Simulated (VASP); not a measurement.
Crystal: TiHg3Sb2.

```
Ti Hg Sb
1.0
     4.20566    0.00000    0.00000
    -2.10283    3.64221    0.00000
     0.00000    0.00000   10.24988
Ti Hg Sb
1 3 2
Direct
  0.00000 0.00000 0.00000
  0.00000 0.00000 0.50000
  0.33333 0.66667 0.15175
  0.66667 0.33333 0.84825
  0.33333 0.66667 0.67419
  0.66667 0.33333 0.32581
```

The cell was generated, and may not be a known phase.

```yaml
Program: VASP 6.6.1
Task: relaxation of cell and atoms
Functional: PBE
Potentials_or_basis: VASP PAW PBE potentials, release 64 (Ti_sv, Hg, Sb)
Cutoff: 600 eV
k_mesh: 6 × 6 × 2
Occupations: gaussian, width 0.1 eV
Spin: no spin polarisation
```

At the start: pressure -1.5 GPa; volume 26.17 Å³/atom.

Problem. How do energy, volume and symmetry change on relaxing?

Solution. Over 20 steps the energy falls by 113.6 meV/atom and the volume is 27.08 Å³/atom (+3.5 %); space group P-3m1 (No. 164, to 0.1 Å) before and after.

The path:
| step | energy change (eV) | largest force (eV/Å) | pressure (GPa) | volume (Å³) |
| --- | --- | --- | --- | --- |
| 1 | 0.0000 | 0.7622 | -1.47 | 157.01 |
| 2 | -0.0962 | 0.7334 | 0.50 | 151.61 |
| 3 | -0.1194 | 0.6637 | 2.34 | 147.52 |
| 4 | -0.1768 | 0.5727 | 2.27 | 147.63 |
| 5 | -0.3151 | 0.3445 | 2.29 | 147.88 |
| 6 | -0.4810 | 0.4507 | 2.93 | 147.83 |
| 7 | -0.1425 | 1.0766 | 6.69 | 145.51 |
| 8 | -0.5172 | 0.4485 | 3.15 | 147.56 |
| 9 | -0.5878 | 0.2851 | -1.67 | 159.81 |
| 10 | -0.6061 | 0.3300 | -0.34 | 155.76 |
| 11 | -0.6225 | 0.2534 | -0.28 | 155.89 |
| 12 | -0.6509 | 0.1420 | -0.03 | 156.26 |
| 13 | -0.6532 | 0.1250 | 0.11 | 156.40 |
| 14 | -0.6615 | 0.1146 | 0.10 | 157.27 |
| 15 | -0.6752 | 0.0832 | 0.09 | 159.56 |
| 16 | -0.6686 | 0.0336 | 0.34 | 163.99 |
| 17 | -0.6782 | 0.0489 | 0.17 | 161.13 |
| 18 | -0.6772 | 0.0922 | -0.66 | 164.39 |
| 19 | -0.6797 | 0.0664 | -0.20 | 162.55 |
| 20 | -0.6816 | 0.0170 | 0.04 | 162.49 |

Final structure:
```
Ti Hg Sb
1.0
     4.52183    0.00000    0.00000
    -2.26092    3.91602    0.00000
     0.00000    0.00000    9.17650
Ti Hg Sb
1 3 2
Direct
  0.00000 0.00000 0.00000
  0.00000 0.00000 0.50000
  0.33333 0.66667 0.13046
  0.66667 0.33333 0.86954
  0.33333 0.66667 0.74153
  0.66667 0.33333 0.25847
```
